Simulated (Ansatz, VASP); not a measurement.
# One calculation of BN, two programs

The input INCAR:

```
SYSTEM = BN
PREC = Accurate
ENCUT = 520
EDIFF = 1E-7
ISMEAR = 1
SIGMA = 0.05
LREAL = .FALSE.
LASPH = .TRUE.
NELM = 60
ALGO = Normal
ISIF = 2
LWAVE = .FALSE.
LCHARG = .FALSE.
GGA = PE
IVDW = 12
NBANDS = 16
```

Contents of KPOINTS:

```
Automatic mesh
0
G
  12 12 4
  0 0 0
```

File POSCAR:

```
BN
1.0
    2.6815406787      0.0000000000      0.0000000000
   -1.3407703394      2.1703573356      0.0000000000
    0.0000000000      0.0000000000      6.5923998870
B N
2 2
Direct
   -0.0691507274      0.0000000000      0.5000000000
    0.4026039588      0.6666666667      0.0000000000
    0.0689367990      0.0000000000      0.0000000000
    0.5976373354      0.3333333333      0.5000000000
```

Input for Ansatz:

```yaml
crystal:
  lattice:
    - [2.6815406787, 0.0, 0.0]
    - [-1.3407703394, 2.1703573356, 0.0]
    - [0.0, 0.0, 6.592399887]
  atoms:
    - { symbol: B, position: [-0.0691507274, 0.0, 0.5] }
    - { symbol: B, position: [0.4026039588, 0.6666666667, 0.0] }
    - { symbol: "N", position: [0.068936799, 0.0, 0.0] }
    - { symbol: "N", position: [0.5976373354, 0.3333333333, 0.5] }
basis:
  ecutwfc: 520.0
kpoints:
  mp_grid: { grid: [12, 12, 4] }
hamiltonian:
  xc: pbe
  dispersion: d3bj
scf:
  occupations: { method: methfessel_paxton, width: 0.05 }
output:
  forces: true
  stress: true
  eigenvalues: true
```

Change from the starting cell: mode 4 frozen in at -0.174 Å, normal strain along x +0.0700.

Alike in both runs: task single point; functional PBE; dispersion D3(BJ); k mesh 12 × 12 × 4; occupations methfessel-paxton of order 1, width 0.05 eV; no spin polarisation.

```csv
,VASP,Ansatz
version,VASP 6.6.1,Ansatz 0.2.0
potentials or method,"VASP PAW PBE potentials, release 64 (B, N), cutoff 520 eV","scalar-relativistic, plane waves, PAW"
valence electrons in the cell,16,16
```

|  | VASP | Ansatz | Ansatz less VASP |
| --- | --- | --- | --- |
| gap on the k mesh at the Fermi level (eV) | 3.54 | 3.55 | +0.006 |
| least direct gap on the mesh (eV) | 3.99 | 3.99 | +0.003 |
| pressure (GPa) | -20.0 | -20.0 | -0.02 |
| traceless stress, the component that is largest in VASP (GPa) | -31.24 | -31.26 | -0.016 |
| rms of the force components (eV/Å) | 0.269 | 0.267 | -0.0020 |

Atom by atom the forces differ by 0.002 eV/Å (rms over components).
